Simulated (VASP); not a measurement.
The system is Sc.

```xyz
2
Lattice="0.0000 3.2317 3.2317 3.2317 0.0000 3.2317 3.2317 3.2317 0.0000" Properties=species:S:1:pos:R:3 pbc="T T T"
Sc    0.8079    0.8079    0.8079
Sc    5.6556    5.6556    5.6556
```

This isn't the form of Sc at room conditions, which is hcp.

* Program: VASP 6.6.1
* Task: relaxation of cell and atoms
* Functional: PBE
* Potentials or basis: VASP PAW PBE potentials, release 64 (Sc_sv)
* Cutoff: 600 eV
* k mesh: 9 × 9 × 9
* Occupations: fermi-dirac, width 0.1 eV
* Spin: no spin polarisation

At the start: pressure 0.5 GPa; volume 33.75 Å³/atom.

Task: How do energy, volume and symmetry change on relaxing?

Result: Over 4 steps the energy falls by 2.9 meV/atom and the volume is 35.71 Å³/atom (+5.8 %); space group Fd-3m (No. 227, to 0.1 Å) before and after.

The path:
| step | energy change (eV) | largest force (eV/Å) | pressure (GPa) | volume (Å³) |
| --- | --- | --- | --- | --- |
| 1 | 0.0000 | 0.0000 | 0.49 | 67.51 |
| 2 | -0.0027 | 0.0000 | 0.35 | 68.53 |
| 3 | -0.0057 | 0.0000 | 0.06 | 70.92 |
| 4 | -0.0058 | 0.0000 | 0.00 | 71.42 |

Final structure:
```
Sc
1.0
     0.00000    3.29307    3.29307
     3.29307    0.00000    3.29307
     3.29307    3.29307    0.00000
Sc
2
Direct
  0.12500 0.12500 0.12500
  0.87500 0.87500 0.87500
```
